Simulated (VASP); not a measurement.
# NbP (I4_1md) in VASP: a series of runs

NbP is run at these levels: PBEsol, LDA, PBE; tasks: single point.

Program: VASP 6.6.1. These are calculated values, not measurements. Logs are shortened: lines on timing, memory, paths and dates and some standing lists are left out, and cuts for length are marked.

**1. The cell of the first run**

Symmetry: I4_1md, No. 109, tetragonal system. Conventional cell: a = 3.280 Å, b = 3.280 Å, c = 11.058 Å, α = 90.00°, β = 90.00°, γ = 90.00°. Within 3.3 Å of Nb (site symmetry 2mm) lie 6 P at 2.48 to 2.49 Å and 8 Nb at 3.21 to 3.28 Å. P (site symmetry 2mm) has 6 Nb at 2.48 to 2.49 Å and 8 P at 3.21 to 3.28 Å within 3.3 Å.

**2. Single point, PBEsol**

Input file INCAR:

```
SYSTEM = NbP
PREC     = Accurate       ! precision mode
ENCUT    = 520            ! plane-wave cutoff, eV
EDIFF    = 1E-6           ! SCF threshold, eV
ISMEAR   = -1             ! smearing method
SIGMA    = 0.05           ! smearing width, eV
LREAL    = .FALSE.        ! projectors in reciprocal space
LASPH    = .TRUE.         ! aspherical terms in the spheres
NELM     = 100            ! most SCF steps
ALGO     = Normal         ! electronic algorithm
ISIF     = 2              ! what is computed and relaxed
LWAVE    = .FALSE.        ! write WAVECAR
LCHARG   = .TRUE.         ! write CHGCAR
GGA      = PS             ! functional
LELF     = .TRUE.         ! ELF
LVHAR    = .TRUE.       
NBANDS   = 26             ! bands
```

Input file KPOINTS:

```
regular mesh
0
G
  11 11 11
  0 0 0
```

Input file POSCAR:

```
NbP
1.0
   -1.6399555807      1.6399555807      5.5287825445
    1.6399555807     -1.6399555807      5.5287825445
    1.6399555807      1.6399555807     -5.5287825445
Nb P
2 2
Direct
    0.2505151219      0.7505151219      0.5000000000
    0.5005151219      0.5005151219      0.0000000000
    0.8321134481      0.3321134481      0.5000000000
    0.0821134481      0.0821134481      0.0000000000
```

Potentials or basis: VASP PAW PBE potentials, release 64 (Nb_sv, P).

On the command line:

```sh
$ cat potpaw_PBE.64/Nb_sv/POTCAR potpaw_PBE.64/P/POTCAR > POTCAR
$ mpirun -np 1 vasp_std > vasp.out
```

OUTCAR:

```text
SYSTEM = NbP
   PREC = Accurate
   ENCUT = 520
   EDIFF = 1E-6
   ISMEAR = -1
   LREAL = .FALSE.
   LASPH = .TRUE.
   NELM = 100
   ISIF = 2
   GGA = PS

 ion  position               nearest neighbor table
   1  0.251  0.751  0.500-   4 2.48   4 2.48   3 2.49   3 2.49   3 2.49   3 2.49
   2  0.501  0.501  0.000-   3 2.48   3 2.48   4 2.49   4 2.49   4 2.49   4 2.49
   3  0.832  0.332  0.500-   2 2.48   2 2.48   1 2.49   1 2.49   1 2.49   1 2.49
   4  0.082  0.082  0.000-   1 2.48   1 2.48   2 2.49   2 2.49   2 2.49   2 2.49

  LATTYP: Found a body centered tetragonal cell.
 ALAT       =     3.2799111614
 C/A-ratio  =     3.3713001801

  Lattice vectors:

 A1 = (  -1.6399555807,   1.6399555807,   5.5287825445)
 A2 = (   1.6399555807,  -1.6399555807,   5.5287825445)
 A3 = (   1.6399555807,   1.6399555807,  -5.5287825445)

Analysis of symmetry for initial positions (statically):
=====================================================================
 Subroutine PRICEL returns:
 Original cell was already a primitive cell.

 Routine SETGRP: Setting up the symmetry group for a
 body centered tetragonal supercell.

 Subroutine GETGRP returns: Found  8 space group operations
 (whereof  4 operations were pure point group operations)
 out of a pool of 16 trial point group operations.

The static configuration has the point symmetry C_2v.
 The point group associated with its full space group is C_4v.

Analysis of symmetry for dynamics (positions and initial velocities):
=====================================================================
 Subroutine PRICEL returns:
 Original cell was already a primitive cell.

 Routine SETGRP: Setting up the symmetry group for a
 body centered tetragonal supercell.

 Subroutine GETGRP returns: Found  8 space group operations
 (whereof  4 operations were pure point group operations)
 out of a pool of 16 trial point group operations.

The dynamic configuration has the point symmetry C_2v.
 The point group associated with its full space group is C_4v.

 Subroutine INISYM returns: Found  8 space group operations
 (whereof  4 operations are pure point group operations),
 and found     1 'primitive' translations

----------------------------------------------------------------------------------------

                                     Primitive cell

  volume of cell :      59.4776

  direct lattice vectors                    reciprocal lattice vectors
    -1.639955581  1.639955581  5.528782545     0.000000000  0.304886307  0.090435823
     1.639955581 -1.639955581  5.528782545     0.304886307  0.000000000  0.090435823
     1.639955581  1.639955581 -5.528782545     0.304886307  0.304886307  0.000000000

  length of vectors
     5.995527086  5.995527086  5.995527086     0.318016191  0.318016191  0.431174350

  position of ions in fractional coordinates (direct lattice)
     0.250515122  0.750515122  0.500000000
     0.500515122  0.500515122  0.000000000
     0.832113448  0.332113448  0.500000000
     0.082113448  0.082113448  0.000000000

  ion indices of the primitive-cell ions
   primitive index   ion index
                 1           1
                 2           2
                 3           3
                 4           4

----------------------------------------------------------------------------------------

 KPOINTS: regular mesh

Automatic generation of k-mesh.
 Grid dimensions read from file:
 generate k-points for:   11   11   11

 Generating k-lattice:

  Cartesian coordinates                     Fractional coordinates (reciprocal lattice)
     0.000000000  0.027716937  0.008221438     0.090909091  0.000000000  0.000000000
     0.027716937  0.000000000  0.008221438     0.000000000  0.090909091  0.000000000
     0.027716937  0.027716937  0.000000000     0.000000000  0.000000000  0.090909091

  Length of vectors
     0.028910563  0.028910563  0.039197668

  Shift w.r.t. Gamma in fractional coordinates (k-lattice)
     0.000000000  0.000000000  0.000000000

 Subroutine IBZKPT returns following result:
 ===========================================

 Found    126 irreducible k-points:

 Following reciprocal coordinates:
            Coordinates               Weight
  0.000000  0.000000  0.000000      1.000000
  0.090909  0.000000  0.000000      8.000000
  0.181818 -0.000000  0.000000      8.000000
  0.272727  0.000000  0.000000      8.000000
  0.363636 -0.000000  0.000000      8.000000
  0.454545  0.000000  0.000000      8.000000
[... 16 lines left out ...]
 -0.272727  0.181818  0.000000     16.000000
 -0.181818  0.181818  0.000000      4.000000
 [... further k-points ...]
   k-points           NKPTS =    126   k-points in BZ     NKDIM =    126   number of bands    NBANDS=     26
   number of dos      NEDOS =    301   number of ions     NIONS =      4
   total plane-waves  NPLWV = 110592
   dimension x,y,z NGX =    48 NGY =   48 NGZ =   48
   dimension x,y,z NGXF=    96 NGYF=   96 NGZF=   96
   ions per type =               2   2
   NGX,Y,Z   is equivalent  to a cutoff of  13.31, 13.31, 13.31 a.u.
   NGXF,Y,Z  is equivalent  to a cutoff of  26.62, 26.62, 26.62 a.u.
 SYSTEM =  NbP
   PREC   = accura    normal or accurate (medium, high low for compatibility)
   ISTART =      0    job   : 0-new  1-cont  2-samecut
   ICHARG =      2    charge: 1-file 2-atom 10-const
   ISPIN  =      1    spin polarized calculation?
   LNONCOLLINEAR =      F non collinear calculations
   LSORBIT =      F    spin-orbit coupling
   LASPH  =      T    aspherical Exc in radial PAW
   ENCUT  =  520.0 eV  38.22 Ry    6.18 a.u.  11.15 11.15 11.15*2*pi/ulx,y,z
   NELM   =    100;   NELMIN=  2; NELMDL= -5     # of ELM steps
   EDIFF  = 0.1E-05   stopping-criterion for ELM
   LREAL  =      F    real-space projection
   EDIFFG = 0.1E-04   stopping-criterion for IOM
   NSW    =      0    number of steps for IOM
   IBRION =     -1    ionic relax: 0-MD 1-quasi-New 2-CG
   NFREE  =      0    steps in history (QN), initial steepest desc. (CG)
   ISIF   =      2    stress and relaxation
   ISYM   =      2    0-nonsym 1-usesym 2-fastsym
   POTIM  = 0.5000    time-step for ionic-motion
   TEBEG  =    0.0;   TEEND  =   0.0 temperature during run
   PSTRESS=    0.0 pullay stress
   NELECT =      36.0000    total number of electrons
   NUPDOWN=      -1.0000    fix difference up-down
   EMIN   =  10.00;   EMAX   =-10.00  energy-range for DOS
   EFERMI =   0.00;   METHOD = LEGACY
   ISMEAR =    -1;   SIGMA  =   0.05  broadening in eV -4-tet -1-fermi 0-gaus
   EFERMI_NEDOS =   21; number of points for ismear=-14 and -15
   IALGO  =     38    algorithm
   IMIX   =      4    mixing-type and parameters
     AMIX     =   0.40;   BMIX     =  1.00
     AMIX_MAG =   1.60;   BMIX_MAG =  1.00
  volume/ion in A,a.u.               =      14.87       100.34
  Fermi-wavevector in a.u.,A,eV,Ry     =   1.384813  2.616917 26.091985  1.917707
  Thomas-Fermi vector in A             =   2.509282
   LORBIT       =      0    0 simple, 1 ext, 2 COOP (PROOUT), +10 PAW based schemes
   GGA     = PS    functional components
   LHFCALC =     F    Hartree Fock is set to
   AEXX    =    0.0000 exact exchange contribution
   IVDW    =     0    specifies the selected vdW correction
   LEPSILON=     F    determine dielectric tensor
   LRPA    =     F    only Hartree local field effects (RPA)
 non-spin polarized calculation
  energy-cutoff  :      520.00
  volume of cell :       59.48
 maximum number of plane-waves:      1619
 NGX is ok and might be reduce to    48
   NGX = 23   NGY = 23   NGZ = 23

 number of electron      35.9999999 magnetization

 Free energy of the ion-electron system (eV)
  ---------------------------------------------------
  ext. energy  EPLUGINS =         0.00000000
  ---------------------------------------------------
  free energy    TOTEN  =       -37.75739693 eV

  energy without entropy =      -37.75226091  energy(sigma->0) =      -37.75482892

 E-fermi :  11.5415     XC(G=0): -12.4921

 val. band max:       11.5314239477   @ k =  -0.3636   0.4545   0.3636
 cond. band min:      11.5605351446   @ k =  -0.1818   0.2727   0.1818
 fundamental gap:      0.0291111969
 Fermi energy:        11.5415072197

 k-point     1 :       0.0000    0.0000    0.0000
  band No.  band energies     occupation
      1     -43.0638      2.00000
      2     -43.0049      2.00000
      3     -19.4851      2.00000
      4     -19.1882      2.00000
      5     -19.1882      2.00000
      6     -19.0179      2.00000
[... 18 lines left out ...]
     25      15.9668      0.00000
     26      15.9668      0.00000

 k-point     2 :       0.0909    0.0000    0.0000
  band No.  band energies     occupation
      1     -43.0610      2.00000
      2     -43.0039      2.00000
      3     -19.4747      2.00000
      4     -19.2176      2.00000
      5     -19.1860      2.00000
      6     -19.0466      2.00000
[... 18 lines left out ...]
     25      16.0391      0.00000
     26      16.4097      0.00000

 k-point     3 :       0.1818   -0.0000    0.0000
  band No.  band energies     occupation
      1     -43.0533      2.00000
      2     -43.0014      2.00000
      3     -19.4499      2.00000
      4     -19.2917      2.00000
      5     -19.1799      2.00000
      6     -19.1179      2.00000
[... 18 lines left out ...]
     25      16.5700      0.00000
     26      17.3509      0.00000

 k-point     4 :       0.2727    0.0000    0.0000
  band No.  band energies     occupation
      1     -43.0427      2.00000
      2     -42.9987      2.00000
      3     -19.4522      2.00000
      4     -19.3532      2.00000
      5     -19.2009      2.00000
      6     -19.1720      2.00000
[... 18 lines left out ...]
     25      16.8986      0.00000
     26      18.2206      0.00000
[... 496 lines left out ...]
      1     -43.0253      2.00000
      2     -42.9903      2.00000
      3     -19.5033      2.00000
      4     -19.3475      2.00000
      5     -19.2688      2.00000
      6     -19.2364      2.00000
[... 18 lines left out ...]
     25      16.7124      0.00000
     26      18.4789      0.00000

 k-point    23 :      -0.2727    0.1818    0.0000
  band No.  band energies     occupation
      1     -43.0354      2.00000
      2     -42.9923      2.00000
      3     -19.4364      2.00000
      4     -19.3485      2.00000
      5     -19.2620      2.00000
      6     -19.1941      2.00000
[... 18 lines left out ...]
     25      16.8044      0.00000
     26      17.9908      0.00000

 k-point    24 :      -0.1818    0.1818    0.0000
  band No.  band energies     occupation
      1     -43.0450      2.00000
      2     -42.9959      2.00000
      3     -19.4329      2.00000
      4     -19.2965      2.00000
      5     -19.2619      2.00000
      6     -19.1181      2.00000
[... 18 lines left out ...]
     25      16.1886      0.00000
     26      17.5306      0.00000

 [... further k-points ...]
[... 5 lines left out ...]
  --------------------------------------------------------------------------------------
  -------------------------------------------------------------------------------------
  Total        3.6139212      3.6139212      3.6150225      0.0000000      0.0000000      0.0000000
  in kB       97.3499175     97.3499175     97.3795845      0.0000000      0.0000000      0.0000000
  external PRESSURE =      97.3598065 kB  Pullay stress =       0.0000000 kB

 VOLUME and BASIS-vectors are now :
 -----------------------------------------------------------------------------
  energy-cutoff  :      520.00
  volume of cell :       59.48
      direct lattice vectors                 reciprocal lattice vectors
    -1.639955581  1.639955581  5.528782545     0.000000000  0.304886307  0.090435823
     1.639955581 -1.639955581  5.528782545     0.304886307  0.000000000  0.090435823
     1.639955581  1.639955581 -5.528782545     0.304886307  0.304886307  0.000000000

 POSITION                                       TOTAL-FORCE (eV/Angst)
 -----------------------------------------------------------------------------------
      1.63996      0.00000      2.77009         0.000000      0.000000     -0.001749
      0.00000      0.00000      5.53448        -0.000000     -0.000000     -0.001749
      0.00000      1.63996      3.67237         0.000000     -0.000000      0.001749
      0.00000      0.00000      0.90797        -0.000000      0.000000      0.001749
 -----------------------------------------------------------------------------------
    total drift:                               -0.000000     -0.000000     -0.000080

  FREE ENERGIE OF THE ION-ELECTRON SYSTEM (eV)
  ---------------------------------------------------
  free  energy   TOTEN  =       -37.7573969342 eV

  energy  without entropy=      -37.7522609096  energy(sigma->0) =      -37.75482892
```

It took 13 min on 1 thread of Intel Xeon 8259CL, shared host; peak memory 0.43 GiB.

What came out:

| Quantity | Value |
| --- | --- |
| Free energy | -37.7574 eV |
| Pressure | 9.7 GPa |
| Band gap on the k mesh | 0.03 eV (least direct gap 0.05 eV) |

Caveat: the cell stands under pressure; semilocal functionals underestimate gaps, and a narrow one can read as zero; the PAW data sets were made with another functional, which shifts forces and pressure a little.

**3. Single point, PBEsol**

This run uses another cell than the first one, of 15.19 Å³/atom.

Input file INCAR:

```
SYSTEM = NbP
PREC = Accurate ; ENCUT = 520
EDIFF = 1E-6 ; ISMEAR = -1
SIGMA = 0.05 ; LREAL = .False.
LASPH = .True. ; NELM = 60
ALGO = Normal ; ISIF = 2
LWAVE = .False. ; LCHARG = .False.
GGA = PS ; NBANDS = 26
```

Input file KPOINTS:

```
Automatic mesh
0
Gamma
  11 11 11
  0 0 0
```

Input file POSCAR:

```
NbP
1.0
   -1.6495118655      1.6495118655      5.5845443644
    1.6495118655     -1.6495118655      5.5845443644
    1.6495118655      1.6495118655     -5.5845443644
Nb P
2 2
Direct
    0.2503413710      0.7503413710      0.5000000000
    0.5003413710      0.5003413710      0.0000000000
    0.8322871990      0.3322871990      0.5000000000
    0.0822871990      0.0822871990      0.0000000000
```

Potentials or basis: VASP PAW PBE potentials, release 64 (Nb_sv, P).

On the command line:

```sh
$ cat potpaw_PBE.64/Nb_sv/POTCAR potpaw_PBE.64/P/POTCAR > POTCAR
$ mpirun -np 1 vasp_std > vasp.out
```

OUTCAR:

```text
SYSTEM = NbP
   PREC = Accurate
   ENCUT = 520
   EDIFF = 1E-6
   ISMEAR = -1
   LREAL = .False.
   LASPH = .True.
   NELM = 60
   ISIF = 2
   GGA = PS

 ion  position               nearest neighbor table
   1  0.250  0.750  0.500-   4 2.50   4 2.50   3 2.51   3 2.51   3 2.51   3 2.51
   2  0.500  0.500  0.000-   3 2.50   3 2.50   4 2.51   4 2.51   4 2.51   4 2.51
   3  0.832  0.332  0.500-   2 2.50   2 2.50   1 2.51   1 2.51   1 2.51   1 2.51
   4  0.082  0.082  0.000-   1 2.50   1 2.50   2 2.51   2 2.51   2 2.51   2 2.51

  LATTYP: Found a body centered tetragonal cell.
 ALAT       =     3.2990237310
[... 898 lines left out ...]
  -------------------------------------------------------------------------------------
  Total        1.7996390      1.7996390      1.8061960      0.0000000      0.0000000      0.0000000
  in kB       47.4392010     47.4392010     47.6120448      0.0000000      0.0000000      0.0000000
  external PRESSURE =      47.4968156 kB  Pullay stress =       0.0000000 kB

 VOLUME and BASIS-vectors are now :
 -----------------------------------------------------------------------------
  energy-cutoff  :      520.00
  volume of cell :       60.78
      direct lattice vectors                 reciprocal lattice vectors
    -1.649511866  1.649511866  5.584544364     0.000000000  0.303119978  0.089532819
     1.649511866 -1.649511866  5.584544364     0.303119978  0.000000000  0.089532819
     1.649511866  1.649511866 -5.584544364     0.303119978  0.303119978  0.000000000

 POSITION                                       TOTAL-FORCE (eV/Angst)
 -----------------------------------------------------------------------------------
      1.64951      0.00000      2.79608        -0.000000      0.000000      0.000839
      0.00000      0.00000      5.58836         0.000000     -0.000000      0.000839
     -0.00000      1.64951      3.71135        -0.000000      0.000000     -0.000839
      0.00000      0.00000      0.91907         0.000000     -0.000000     -0.000839
 -----------------------------------------------------------------------------------
    total drift:                               -0.000000     -0.000000     -0.000153

  FREE ENERGIE OF THE ION-ELECTRON SYSTEM (eV)
  ---------------------------------------------------
  free  energy   TOTEN  =       -37.8167261918 eV

  energy  without entropy=      -37.8115866349  energy(sigma->0) =      -37.81415641
```

stdout:

```text
POSCAR found type information on POSCAR NbP
 POSCAR found :  2 types and       4 ions
 scaLAPACK will be used
 -----------------------------------------------------------------------------
|                                                                             |
|                                                                             |
|     You enforced a specific xc type in the INCAR file but a different       |
|     I HOPE YOU KNOW WHAT YOU ARE DOING!                                     |
|                                                                             |
 -----------------------------------------------------------------------------

 LDA part: xc-table for (Slater+PW92), standard interpolation
 POSCAR, INCAR and KPOINTS ok, starting setup
 FFT: planning ... GRIDC
 FFT: planning ... GRID_SOFT
 FFT: planning ... GRID
 WAVECAR not read
 entering main loop
```

It took 13 min on 1 thread of Intel Xeon 8259CL, shared host; peak memory 0.43 GiB.

Results:

```yaml
Free_energy: -37.8167 eV
Pressure: 4.7 GPa
Band_gap_on_the_k_mesh: 0.05 eV (least direct gap 0.10 eV)
```

Levels at points of the mesh, in eV from the valence-band top:
```
           k point  band 16  band 17  band 18  band 19  band 20  band 21
(0.00, 0.00, 0.00)    -1.77    -1.37    -1.37     0.84     1.72     2.91
```

Caveat: the cell stands under pressure; semilocal functionals underestimate gaps, and a narrow one can read as zero; the PAW data sets were made with another functional, which shifts forces and pressure a little. A k mesh can miss the band edges.

(Part 1 of 2 ends here.)

The gap in the log of VASP goes by the Fermi energy; the results here count the filled bands.